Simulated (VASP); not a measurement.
Input of a VASP 6.6.1 run:

File POSCAR:

```
HBr
1.0
    3.3371903096      0.0000000000      0.0000000000
    0.0000000000      7.5944054978      0.0000000000
    0.0000000000      0.0000000000      7.6061726212
H Br
4 4
Direct
    0.0000000000      0.0000000000      0.0000000000
    0.0000000000      0.5000000000      0.5000000000
    0.5000000000      0.0000000000      0.5000000000
    0.5000000000      0.5000000000      0.0000000000
    0.5000000000      0.0000000000      0.0000000000
    0.5000000000      0.5000000000      0.5000000000
    0.0000000000      0.0000000000      0.5000000000
    0.0000000000      0.5000000000      0.0000000000
```

Contents of INCAR.step1:

```
PREC     = Accurate       # precision mode
ENCUT    = 520            # plane-wave cutoff, eV
ISMEAR   = 0              # smearing method
SIGMA    = 0.02           # smearing width, eV
LREAL    = False          # projectors in reciprocal space
LASPH    = True           # aspherical terms in the spheres
NELM     = 100            # most SCF steps
NBANDS   = 26             # bands
GGA      = PE             # functional
ALGO     = Normal         # electronic algorithm
EDIFF    = 1E-4           # SCF threshold, eV
LWAVE    = True           # write WAVECAR
LCHARG   = False          # write CHGCAR
```

INCAR.step2

```
PREC     = Accurate       # precision mode
ENCUT    = 520            # plane-wave cutoff, eV
EDIFF    = 1E-7           # SCF threshold, eV
ISMEAR   = 0              # smearing method
SIGMA    = 0.02           # smearing width, eV
LREAL    = False          # projectors in reciprocal space
LASPH    = True           # aspherical terms in the spheres
NELM     = 100            # most SCF steps
ALGO     = Normal         # electronic algorithm
ISIF     = 2              # what is computed and relaxed
LWAVE    = False          # write WAVECAR
LCHARG   = True           # write CHGCAR
METAGGA  = R2SCAN         # meta-GGA
LMIXTAU  = True         
LELF     = True           # ELF
LVHAR    = True         
NBANDS   = 26             # bands
ISTART   = 1
```

KPOINTS

```
Automatic mesh
0
Gamma
  8 4 4
```

Potentials or basis: VASP PAW PBE potentials, release 64 (H, Br).

Command:

```sh
$ cat potpaw_PBE.64/H/POTCAR potpaw_PBE.64/Br/POTCAR > POTCAR
$ cp INCAR.step1 INCAR
$ mpirun -np 1 vasp_std > vasp.out
$ cp INCAR.step2 INCAR
$ mpirun -np 1 vasp_std > vasp.out
```

Question: What does it give for the band gap on the k mesh?

Answer: 1.70 eV.

Question: Predict the pressure.

Answer: 0.0 GPa.

Caveat: the PAW data sets were made with another functional, which shifts forces and pressure a little. A k mesh can miss the band edges.
